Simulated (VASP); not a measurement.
# Cd4Se3S (I-42m) in VASP: notebook, part 2 of 2

VASP 6.6.1. Earlier steps stand in the parts before.

**3. Single point, PBE**

This run uses another cell than the first one, of the same volume but with other edges.

Input file INCAR:

```
PREC     = Accurate       # precision mode
ENCUT    = 520            # plane-wave cutoff, eV
EDIFF    = 1E-6           # SCF threshold, eV
ISMEAR   = 0              # smearing method
SIGMA    = 0.1            # smearing width, eV
LREAL    = False          # projectors in reciprocal space
LASPH    = True           # aspherical terms in the spheres
NELM     = 100            # most SCF steps
ALGO     = Normal         # electronic algorithm
ISIF     = 2              # what is computed and relaxed
LWAVE    = False          # write WAVECAR
LCHARG   = False          # write CHGCAR
GGA      = PE             # functional
NBANDS   = 46             # bands
```

Input file KPOINTS:

```
Automatic mesh
0
Gamma
  4 4 4
```

Input file POSCAR:

```
Cd4Se3S
1.0
    6.1285836000      0.0000000000      0.0000000000
    0.0000000000      6.1285836000      0.0000000000
   -3.0642918000     -3.0642918000      6.1252556000
Cd Se S
4 3 1
Direct
    0.1206130000      0.1206130000      0.7560050000
    0.3646080000      0.8793870000      0.2439950000
    0.6353920000      0.6353920000      0.7560050000
    0.8793870000      0.3646080000      0.2439950000
    0.5000000000      0.5000000000      1.0000000000
    0.7500000000      0.2500000000      0.5000000000
    0.2500000000      0.7500000000      0.5000000000
    0.0000000000      0.0000000000      0.0000000000
```

Potentials or basis: VASP PAW PBE potentials, release 64 (Cd, Se, S).

Started as:

```console
$ cat potpaw_PBE.64/Cd/POTCAR potpaw_PBE.64/Se/POTCAR potpaw_PBE.64/S/POTCAR > POTCAR
$ mpirun -np 1 vasp_std > vasp.out
```

OUTCAR:

```text
PREC = Accurate
   ENCUT = 520
   EDIFF = 1E-6
   ISMEAR = 0
   LREAL = False
   LASPH = True
   NELM = 100
   ISIF = 2
   GGA = PE

 ion  position               nearest neighbor table
   1  0.121  0.121  0.756-   8 2.58   7 2.68   6 2.68   5 2.69
   2  0.365  0.879  0.244-   8 2.58   6 2.68   7 2.68   5 2.69
   3  0.635  0.635  0.756-   8 2.58   7 2.68   6 2.68   5 2.69
   4  0.879  0.365  0.244-   8 2.58   7 2.68   6 2.68   5 2.69
[... 839 lines left out ...]
  -------------------------------------------------------------------------------------
  Total        0.3625701      0.3625701      0.3608795      0.0000000      0.0000000     -0.0000000
  in kB        2.5249809      2.5249809      2.5132073      0.0000000      0.0000000     -0.0000000
  external PRESSURE =       2.5210564 kB  Pullay stress =       0.0000000 kB

 VOLUME and BASIS-vectors are now :
 -----------------------------------------------------------------------------
  energy-cutoff  :      520.00
  volume of cell :      230.06
      direct lattice vectors                 reciprocal lattice vectors
     6.128583600  0.000000000  0.000000000     0.163169839  0.000000000  0.081629247
     0.000000000  6.128583600  0.000000000     0.000000000  0.163169839  0.081629247
    -3.064291800 -3.064291800  6.125255600     0.000000000  0.000000000  0.163258493

 POSITION                                       TOTAL-FORCE (eV/Angst)
 -----------------------------------------------------------------------------------
     -1.57743     -1.57743      4.63072         0.001239      0.001239     -0.001902
      1.48686      4.64172      1.49453         0.001239     -0.001239      0.001902
      1.57743      1.57743      4.63072        -0.001239     -0.001239     -0.001902
      4.64172      1.48686      1.49453        -0.001239      0.001239      0.001902
      3.06429      3.06429      0.00000        -0.000000     -0.000000      0.000000
      3.06429      0.00000      3.06263        -0.000000     -0.000000      0.000000
      0.00000      3.06429      3.06263        -0.000000      0.000000      0.000000
      0.00000      0.00000      0.00000        -0.000000     -0.000000      0.000000
 -----------------------------------------------------------------------------------
    total drift:                                0.000015      0.000015      0.000009

  FREE ENERGIE OF THE ION-ELECTRON SYSTEM (eV)
  ---------------------------------------------------
  free  energy   TOTEN  =       -22.6185441473 eV

  energy  without entropy=      -22.6185438931  energy(sigma->0) =      -22.61854402
```

stdout:

```text
POSCAR found type information on POSCAR CdSeS
 POSCAR found :  3 types and       8 ions
 scaLAPACK will be used
 LDA part: xc-table for (Slater+PW92), standard interpolation
 POSCAR, INCAR and KPOINTS ok, starting setup
 FFT: planning ... GRIDC
 FFT: planning ... GRID_SOFT
 FFT: planning ... GRID
 WAVECAR not read
 entering main loop
```

Wall time 3 min (1 thread of Intel Xeon 6975P-C, shared host); peak memory 0.4 GiB.

Results:

- Free energy: -22.6185 eV
- Pressure: 0.3 GPa
- Band gap on the k mesh: 0.61 eV, direct

Forces in eV/Å, atoms in the order of the input:
```
Cd   0.001  0.001 -0.002
Cd   0.001 -0.001  0.002
Cd  -0.001 -0.001 -0.002
Cd  -0.001  0.001  0.002
Se   0.000  0.000  0.000
Se   0.000  0.000  0.000
Se   0.000  0.000  0.000
S    0.000  0.000  0.000
```

Levels at points of the mesh, in eV from the valence-band top:
```csv
k point,band 33,band 34,band 35,band 36,band 37,band 38,band 39,band 40
"(0.00, 0.00, 0.00)",-1.67,0.00,0.00,0.00,0.61,3.31,3.81,4.88
"(0.50, 0.00, 0.00)",-1.22,-1.20,-0.81,-0.58,3.33,3.41,4.30,4.38
"(0.50, 0.50, 0.00)",-0.68,-0.59,-0.58,-0.55,2.41,2.51,3.68,3.76
"(0.00, 0.00, 0.50)",-1.03,-1.03,-0.81,-0.81,3.20,3.22,3.23,3.40
```

**4. Single point, PBE**

Input file INCAR:

```
SYSTEM = Cd4Se3S
ALGO = Normal ; EDIFF = 1E-7
ENCUT = 520 ; GGA = PE
ISIF = 2 ; ISMEAR = 0
LASPH = .TRUE. ; LCHARG = .TRUE.
LELF = .TRUE. ; LREAL = .FALSE.
LVHAR = .TRUE. ; LWAVE = .FALSE.
NBANDS = 46 ; NELM = 80
PREC = Accurate ; SIGMA = 0.02
```

Input file KPOINTS:

```
k-points
0
G
  6 6 6
  0 0 0
```

Input file POSCAR:

```
Cd4Se3S
1.0
   -3.0642918000      3.0642918000      6.1252556000
    3.0642918000     -3.0642918000      6.1252556000
    3.0642918000      3.0642918000     -6.1252556000
Cd Se S
4 3 1
Direct
    0.1206130000      0.1206130000      0.4852210000
    0.8793870000      0.3646080000      0.0000000000
    0.6353920000      0.6353920000      0.5147790000
    0.3646080000      0.8793870000      0.0000000000
    0.5000000000      0.5000000000      0.0000000000
    0.2500000000      0.7500000000      0.5000000000
    0.7500000000      0.2500000000      0.5000000000
    0.0000000000      0.0000000000      0.0000000000
```

Started as:

```console
$ cat potpaw_PBE.64/Cd/POTCAR potpaw_PBE.64/Se/POTCAR potpaw_PBE.64/S/POTCAR > POTCAR
$ mpirun -np 1 vasp_std > vasp.out
```

Wall time 9.9 min (1 thread of Intel Xeon 6975P-C, shared host); peak memory 0.6 GiB.

Results (log left out):

```
Free energy            : -22.6231 eV
Pressure               : 0.3 GPa
Band gap on the k mesh : 0.61 eV, direct
```

Levels at points of the mesh, in eV from the valence-band top:
```
           k point  band 33  band 34  band 35  band 36  band 37  band 38  band 39  band 40
(0.00, 0.00, 0.00)    -1.67     0.00     0.00     0.00     0.61     3.32     3.81     4.89
(0.50, 0.00, 0.00)    -1.22    -1.20    -0.81    -0.58     3.33     3.41     4.30     4.38
(0.50, 0.50, 0.00)    -0.68    -0.59    -0.58    -0.55     2.41     2.51     3.68     3.76
(0.50, 0.50, 0.50)    -1.03    -1.03    -0.81    -0.81     3.20     3.22     3.23     3.40
```

**5. Single point, PBE**

Input file INCAR:

```
PREC     = Accurate       # precision mode
ENCUT    = 520            # plane-wave cutoff, eV
EDIFF    = 1E-6           # SCF threshold, eV
ISMEAR   = 0              # smearing method
SIGMA    = 0.02           # smearing width, eV
LREAL    = False          # projectors in reciprocal space
LASPH    = True           # aspherical terms in the spheres
NELM     = 100            # most SCF steps
ALGO     = Normal         # electronic algorithm
ISIF     = 2              # what is computed and relaxed
LWAVE    = False          # write WAVECAR
LCHARG   = True           # write CHGCAR
GGA      = PE             # functional
LELF     = True           # ELF
LVHAR    = True         
NBANDS   = 46             # bands
```

Input file KPOINTS:

```
Automatic mesh
0
Gamma
  6 6 6
```

POSCAR is that of step 4.

Started as:

```console
$ cat potpaw_PBE.64/Cd/POTCAR potpaw_PBE.64/Se/POTCAR potpaw_PBE.64/S/POTCAR > POTCAR
$ mpirun -np 1 vasp_std > vasp.out
```

Wall time 9.9 min (1 thread of Intel Xeon 6975P-C, shared host); peak memory 0.6 GiB.

Results (log left out):

* Free energy: -22.6231 eV
* Pressure: 0.3 GPa
* Band gap on the k mesh: 0.61 eV, direct

Levels at points of the mesh, in eV from the valence-band top:
```
           k point  band 32  band 33  band 34  band 35  band 36  band 37  band 38  band 39  band 40  band 41
(0.00, 0.00, 0.00)    -1.67    -1.67     0.00     0.00     0.00     0.61     3.32     3.81     4.89     4.89
(0.50, 0.00, 0.00)    -1.34    -1.22    -1.20    -0.81    -0.58     3.33     3.41     4.30     4.38     4.97
(0.50, 0.50, 0.00)    -0.82    -0.68    -0.59    -0.58    -0.55     2.41     2.51     3.68     3.76     5.80
(0.50, 0.50, 0.50)    -1.61    -1.03    -1.03    -0.81    -0.81     3.20     3.22     3.23     3.40     3.82
```

A hybrid or GW would open this gap; PBE tends to underestimate it.

**6. The runs side by side**

| cell | k mesh | smearing | gap on the mesh (eV) | pressure (GPa) |
| --- | --- | --- | --- | --- |
| a = 7.503 Å, angles 131.8, 131.8, 70.6°, 8 atoms | 4 × 4 × 4 | gaussian 0.1 eV | 0.61 | 0.3 |
| a = 6.129, b = 6.129, c = 7.503 Å, angles 114.1, 114.1, 90.0°, 8 atoms | 4 × 4 × 4 | gaussian 0.1 eV | 0.61 | 0.3 |
| a = 7.503 Å, angles 131.8, 131.8, 70.6°, 8 atoms | 6 × 6 × 6 | gaussian 0.02 eV | 0.61 | 0.3 |

Alike in all rows: task single point; level PBE; potentials or basis VASP PAW PBE potentials, release 64 (Cd, Se, S); no spin polarisation; cutoff (eV) 520.

Total energies depend on the potentials used, so only differences within one code and one set of settings carry meaning.
